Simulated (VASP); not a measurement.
Ti14Si (a cell with a defect), 15 atoms in the cell. The cell holds a defect, 15 atoms: a = 7.122 Å, b = 7.122 Å, c = 7.122 Å, α = 109.47°, β = 109.47°, γ = 109.47°. 

* Program: VASP 6.6.1
* Task: single point
* Functional: PBE
* Potentials or basis: VASP PAW PBE potentials, release 64 (Si, Ti_sv)
* Cutoff: 520 eV
* k mesh: 4 × 4 × 4, shifted
* Occupations: gaussian, width 0.1 eV
* Spin: no spin polarisation
* Dipole correction: no
* Further INCAR settings: LREAL = Auto; ALGO = Normal; EDIFF = 1e-06; NBANDS = 99

Potentials or basis: VASP PAW PBE potentials, release 64 (Si, Ti_sv).

Run with:

```sh
$ cat potpaw_PBE.64/Si/POTCAR potpaw_PBE.64/Ti_sv/POTCAR > POTCAR
$ mpirun -np 1 vasp_std > vasp.out
```

Hardware: 1 thread of Intel(R) Xeon(R) Platinum 8559C (Emerald Rapids), on a shared host.

Q: How long does it take, and how much memory?

A: It took 18 min on 1 thread of Intel(R) Xeon(R) Platinum 8559C (Emerald Rapids), with other jobs on the host, peak memory 0.53 GiB. Counts: scf iterations 20, k points 15.
